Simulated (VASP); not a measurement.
Write the native input for VASP 6.6.1 that does the following.

- Task: relaxation of shape and atoms at fixed volume
- Functional: PBE
- Potentials or basis: VASP PAW PBE potentials, release 64 (B, N)
- Cutoff: 600 eV
- k mesh: 12 × 12 × 6
- Occupations: gaussian, width 0.02 eV
- Spin: no spin polarisation
- Dipole correction: no
- Further INCAR settings: ALGO = Normal; EDIFF = 1e-06; IBRION = 2; EDIFFG = -0.01; NSW = 50; ISIF = 4

The structure of BN lies in POSCAR:

```
BN
1.0
    2.5022410271      0.0000000000      0.0000000000
   -1.2511205136      2.1670042959      0.0000000000
    0.0000000000      0.0000000000      4.1389047262
B N
2 2
Direct
    0.6666666667      0.3333333333      0.9996996154
    0.3333333333      0.6666666667      0.4996996154
    0.6666666667      0.3333333333      0.6253003846
    0.3333333333      0.6666666667      0.1253003846
```

This cell differs from its parent crystal: volume scaled by 0.94.

These files were run (other wordings do the same):

INCAR

```
PREC = Accurate ; ENCUT = 600
EDIFF = 1E-6 ; ISMEAR = 0
SIGMA = 0.02 ; LREAL = False
LASPH = True ; NELM = 60
ALGO = Normal ; ISIF = 4
LWAVE = False ; LCHARG = False
GGA = PE ; IBRION = 2
NSW = 50 ; EDIFFG = -0.01
```

KPOINTS

```
Automatic mesh
0
Gamma
  12 12 6
```

Potentials or basis: VASP PAW PBE potentials, release 64 (B, N).

Launch:

```bash
$ cat potpaw_PBE.64/B/POTCAR potpaw_PBE.64/N/POTCAR > POTCAR
$ mpirun -np 1 vasp_std > vasp.out
```

It gave:

```yaml
Energy_gained_by_relaxing: 0.0 meV/atom
Ionic_steps: 3
Pressure_after_relaxing: 25.9 GPa
Band_gap_on_the_k_mesh: 5.07 eV, indirect (least direct gap 8.52 eV)
```

It took 15 s on 1 thread of Intel(R) Xeon(R) 6975P-C (Granite Rapids) (shared host), peak memory 0.14 GiB.
